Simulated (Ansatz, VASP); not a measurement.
**Two plane-wave programs on HgTe**

```
CELL_PARAMETERS angstrom
0.00000 3.38434 3.28576
3.28576 0.00000 3.28576
3.28576 3.38434 0.00000
ATOMIC_POSITIONS crystal
Hg 0.00000 0.00000 0.00000
Te 0.75000 0.75000 0.75000
```

Change from the starting cell: strain +0.0300 x Voigt [0, 1, 0, 0, 0, 0], atoms carried along.

Alike in both runs: task single point; functional r2SCAN; k mesh 16 × 16 × 16; occupations gaussian, width 0.15 eV; no spin polarisation.

|  | VASP | Ansatz |
| --- | --- | --- |
| version | VASP 6.6.1 | Ansatz 0.2.0 |
| potentials or method | VASP PAW PBE potentials, release 64 (Hg, Te), cutoff 520 eV | scalar-relativistic, plane waves, PAW |
| valence electrons in the cell | 18 | 36 |

```csv
,VASP,Ansatz,Ansatz less VASP
gap on the k mesh at the Fermi level (eV),none,none,-
pressure (GPa),-1.0,-1.1,-0.05
"traceless stress, the component that is largest in VASP (GPa)",-0.34,-0.33,+0.001
```

VASP's potentials were made for PBE, not for r2SCAN. A gap of «none» marks a metal or a gap that the smearing closes. With one functional, cell and mesh, what is left measures potentials, basis and numerics. VASP's potentials hold 18 valence electrons a cell and Ansatz's 36, so a difference there can come from the potentials and not from the codes.

Spin-orbit coupling is off throughout.
